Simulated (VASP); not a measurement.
A run of VASP 6.6.1 is set up as follows.

File INCAR:

```
SYSTEM = Ag
ALGO     = Normal         ! electronic algorithm
EDIFF    = 1E-7           ! SCF threshold, eV
ENCUT    = 520            ! plane-wave cutoff, eV
GGA      = PS             ! functional
ISIF     = 2              ! what is computed and relaxed
ISMEAR   = 0              ! smearing method
IVDW     = 13             ! dispersion correction
LASPH    = .TRUE.         ! aspherical terms in the spheres
LCHARG   = .FALSE.        ! write CHGCAR
LREAL    = .FALSE.        ! projectors in reciprocal space
LWAVE    = .FALSE.        ! write WAVECAR
NBANDS   = 12             ! bands
NELM     = 60             ! most SCF steps
PREC     = Accurate       ! precision mode
SIGMA    = 0.1            ! smearing width, eV
```

KPOINTS

```
k-points
0
G
  18 18 18
  0 0 0
```

POSCAR

```
Ag
1.0
    0.0000000000      2.0272332241      2.0272332241
    2.0272332241      0.0000000000      2.0272332241
    2.0272332241      2.0272332241      0.0000000000
Ag
1
Direct
    0.0000000000      0.0000000000      0.0000000000
```

Potentials or basis: VASP PAW PBE potentials, release 64 (Ag).

Launch:

```console
$ cat potpaw_PBE.64/Ag/POTCAR > POTCAR
$ mpirun -np 1 vasp_std > vasp.out
```

Question: Predict the band gap on the k mesh.

Answer: Zero (an odd number of electrons rules out a gap without spin polarisation).

Question: What does it give for the dispersion energy per atom?

Answer: -0.338 eV.

Question: Estimate the pressure.

Answer: -3.3 GPa.

Caveat: the cell stands under tension; the PAW data sets were made with another functional, which shifts forces and pressure a little.
